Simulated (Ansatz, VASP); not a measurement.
Ni: VASP beside Ansatz

```
Ni
1.0
     0.00000    1.73095    1.73095
     1.73095    0.00000    1.73095
     1.73095    1.73095    0.00000
Ni
1
Direct
  0.00000 0.00000 0.00000
```

Alike in both runs: task single point; functional PBEsol; k mesh 16 × 16 × 16; occupations fermi-dirac, width 0.05 eV; collinear spin.

|  | VASP | Ansatz |
| --- | --- | --- |
| version | VASP 6.6.1 | Ansatz 0.2.0 |
| potentials or method | VASP PAW PBE potentials, release 64 (Ni), cutoff 520 eV | all-electron LAPW, scalar-relativistic |

Ansatz gave:

| Item | Value |
| --- | --- |
| pressure (GPa) | 0.0 |
| net moment per atom (μB) | 0.59 |
| size of the moment on the site where the two differ most (μB) | 0.61 |

**Question.** What did VASP give for the same quantities?

**Answer.** Pressure (GPa): -0.1; net moment per atom (μB): 0.59; size of the moment on the site where the two differ most (μB): 0.59.

VASP's potentials were made for PBE, not for PBEsol. Site moments also hang on the region over which each program counts them. Ansatz ran all-electron here, and VASP with PAW potentials. Ansatz's warnings: optics on partly filled bands.
